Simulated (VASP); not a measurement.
Write the native input for VASP 6.6.1 that does the following.

| Quantity | Value |
| --- | --- |
| Task | single point |
| Functional | LDA |
| Potentials or basis | VASP PAW LDA potentials, release 64 (V_sv, Ru_pv) |
| Cutoff | 500 eV |
| k mesh | 5 × 5 × 5 |
| Occupations | methfessel-paxton, width 0.1 eV |
| Spin | collinear spin, ferromagnetic start |
| Starting moments | [1.5, 0.0] μB |
| Dipole correction | no |
| Further INCAR settings | ALGO = Normal; EDIFF = 1e-06; NBANDS = 24 |

The structure of VRu lies in POSCAR:

```
VRu
1.0
    2.9900000000      0.0000000000      0.0000000000
    0.0000000000      2.9900000000      0.0000000000
    0.0000000000      0.0000000000      2.9900000000
V Ru
1 1
Direct
    0.5000000000      0.5000000000      0.5000000000
    0.0000000000      0.0000000000      0.0000000000
```

One way to write it, as run:

INCAR

```
PREC     = Accurate       # precision mode
ENCUT    = 500            # plane-wave cutoff, eV
EDIFF    = 1E-6           # SCF threshold, eV
ISMEAR   = 1              # smearing method
SIGMA    = 0.1            # smearing width, eV
LREAL    = False          # projectors in reciprocal space
LASPH    = True           # aspherical terms in the spheres
NELM     = 200            # most SCF steps
ALGO     = Normal         # electronic algorithm
ISIF     = 2              # what is computed and relaxed
LWAVE    = False          # write WAVECAR
LCHARG   = True           # write CHGCAR
ISPIN    = 2              # spin polarisation
MAGMOM   = 1.5 0          # initial moments
LORBIT   = 11             # projections on sites
LMAXMIX  = 4              # l up to which the mixer works
GGA      = CA             # functional
LELF     = True           # ELF
LVHAR    = True         
NBANDS   = 24             # bands
GGA_COMPAT= False
```

KPOINTS

```
regular mesh
0
Gamma
  5 5 5
```

Potentials or basis: VASP PAW LDA potentials, release 64 (V_sv, Ru_pv).

The run is started by

```sh
$ cat potpaw_LDA.64/V_sv/POTCAR potpaw_LDA.64/Ru_pv/POTCAR > POTCAR
$ mpirun -np 1 vasp_std > vasp.out
```

Results of the run:

```json
{"Pressure": "-10.3 GPa", "Net moment": "0.00 μB per cell", "Valence electrons inside the program's atomic spheres": "V 11.62; Ru 12.73"}
```

Caveat: the k points lie up to 0.42 Å⁻¹ apart; an empty level that is flat over the whole mesh can mark a ghost state of the potentials, or a narrow d or f band.

Run time: 6.5 s on 1 thread of Intel(R) Xeon(R) 6975P-C (Granite Rapids) (shared host), peak memory 0.13 GiB.
